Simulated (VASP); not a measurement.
**Li6ZnCl8: single point with PBE**

System: Li6ZnCl8.

```
Zn Cl Li
1.0
     6.78429   -0.04576    0.30577
    -0.04576    6.93401    0.06891
     0.30577    0.06891    6.90222
Zn Cl Li
1 8 6
Direct
  0.98466 0.60103 0.97495
  0.08336 0.10686 0.47719
  0.77625 0.42126 0.78753
  0.02396 0.90948 0.89754
  0.26855 0.60269 0.48089
  0.57123 0.94187 0.68823
  0.61137 0.12715 0.21020
  0.78204 0.60658 0.28733
  0.27438 0.41333 0.98616
  0.81226 0.93652 0.37423
  0.29624 0.14507 0.75717
  0.98078 0.44123 0.50691
  0.76174 0.11045 0.89309
  0.48051 0.44285 0.22267
  0.35717 0.93856 0.40412
```

| Property | Result |
| --- | --- |
| Program | VASP 6.6.1 |
| Task | single point |
| Functional | PBE |
| Potentials or basis | VASP PAW PBE potentials, release 64 (Zn, Cl, Li_sv) |
| Cutoff | 520 eV |
| k mesh | 1 × 1 × 1 |
| Occupations | fermi-dirac, width 0.05 eV |
| Spin | no spin polarisation |
| Dipole correction | no |
| Further INCAR settings | LREAL = Auto; ALGO = Normal; EDIFF = 1e-06; NBANDS = 56; ISYM = 0 |

| Item | Value |
| --- | --- |
| Largest force | 0.794 eV/Å |

Forces on the atoms (eV/Å):
```
Zn   0.015 -0.724  0.227
Cl  -0.104  0.562 -0.225
Cl   0.367  0.393  0.164
Cl   0.366 -0.075  0.523
Cl   0.441  0.206 -0.182
Cl  -0.383  0.130 -0.281
Cl  -0.308  0.013 -0.130
Cl   0.421  0.194 -0.629
Cl  -0.772  0.062 -0.172
Li   0.019 -0.004  0.395
Li  -0.038 -0.094  0.079
Li   0.031 -0.152 -0.262
Li  -0.244 -0.202 -0.005
Li  -0.074  0.105  0.426
Li   0.262 -0.414  0.072
```

Levels at points of the mesh, in eV from the Fermi level:
| k point | band 39 | band 40 | band 41 | band 42 | band 43 | band 44 | band 45 | band 46 | band 47 | band 48 |
| --- | --- | --- | --- | --- | --- | --- | --- | --- | --- | --- |
| (0.00, 0.00, 0.00) | -1.75 | -1.68 | -1.55 | -1.40 | -1.24 | 2.96 | 5.02 | 5.71 | 5.88 | 6.07 |

It took 43 s on 1 thread of AMD EPYC 7R43 64-Core Processor (Zen 3), with other jobs on the host, peak memory 0.32 GiB.

Caveat: the k points lie up to 0.93 Å⁻¹ apart; the atoms stand as in a frame of molecular dynamics.
